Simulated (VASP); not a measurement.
# TiSe2: relaxation of cell and atoms with LDA

Crystal: TiSe2.

```
Ti Se
1.0
     3.48071    0.00000    0.00000
    -1.74036    3.01439    0.00000
     0.00000    0.00000    5.87316
Ti Se
1 2
Cartesian
  0.0000 0.0000 0.0000
  0.0000 2.0096 1.5544
  1.7404 1.0048 4.3187
```

| Item | Value |
| --- | --- |
| Program | VASP 6.6.1 |
| Task | relaxation of cell and atoms |
| Functional | LDA |
| Potentials or basis | VASP PAW LDA potentials, release 64 (Ti_sv, Se) |
| Cutoff | 500 eV |
| k mesh | 15 × 15 × 8 |
| Occupations | gaussian, width 0.1 eV |
| Spin | no spin polarisation |
| Dipole correction | no |
| Further INCAR settings | ALGO = Normal; EDIFF = 1e-07; IBRION = 2; EDIFFG = -0.005; NSW = 70; ISIF = 3 |

```json
{
  "Relaxed volume": "19.86 Å³/atom",
  "Relaxed cell": "a = 3.441 Å, b = 3.441 Å, c = 5.808 Å, α = 90.00°, β = 90.00°, γ = 120.00°",
  "Space group after relaxing (to 0.05 Å)": "P-3m1 (No. 164)",
  "Energy gained by relaxing": "6.3 meV/atom",
  "Ionic steps": "13",
  "Pressure after relaxing": "0.0 GPa",
  "Band gap on the k mesh": "zero (band 12 reaches 6.19 eV, above the bottom of band 13 at 5.38 eV)"
}
```

The path:
```csv
step,energy change (eV),largest force (eV/Å),pressure (GPa),volume (Å³)
1,0.0000,0.3007,-2.97,61.62
2,0.0016,0.4610,3.24,58.29
3,-0.0181,0.0572,-0.10,59.96
4,-0.0181,0.0648,-0.04,59.92
5,-0.0185,0.0439,-0.01,59.81
6,-0.0187,0.0158,0.03,59.66
7,-0.0187,0.0194,0.03,59.68
8,-0.0188,0.0029,-0.08,59.71
9,-0.0188,0.0030,-0.12,59.71
10,-0.0188,0.0023,-0.11,59.69
11,-0.0189,0.0000,-0.07,59.62
12,-0.0188,0.0041,0.04,59.47
13,-0.0189,0.0014,-0.02,59.57
```

Final structure:
```
CELL_PARAMETERS angstrom
3.44123 0.00000 0.00000
-1.72061 2.98019 0.00000
0.00000 0.00000 5.80830
ATOMIC_POSITIONS crystal
Ti 0.00000 0.00000 0.00000
Se 0.33333 0.66667 0.26518
Se 0.66667 0.33333 0.73482
```

Levels at points of the mesh, in eV from the Fermi level:
```
           k point  band 8  band 9  band 10  band 11  band 12  band 13  band 14  band 15  band 16
(0.00, 0.00, 0.00)   -2.25   -2.25     0.47     0.54     0.54     0.55     0.74     0.74     3.49
(0.00, 0.00, 0.50)   -3.00   -2.16    -2.16     0.41     0.41     0.51     0.51     1.36     3.98
```

It took 23 min on 1 thread of AMD EPYC 7R13 Processor (Zen 3), on a shared host, peak memory 0.29 GiB.

LDA usually gives volumes a few per cent too small. Zero-point motion and thermal expansion aren't in these numbers.
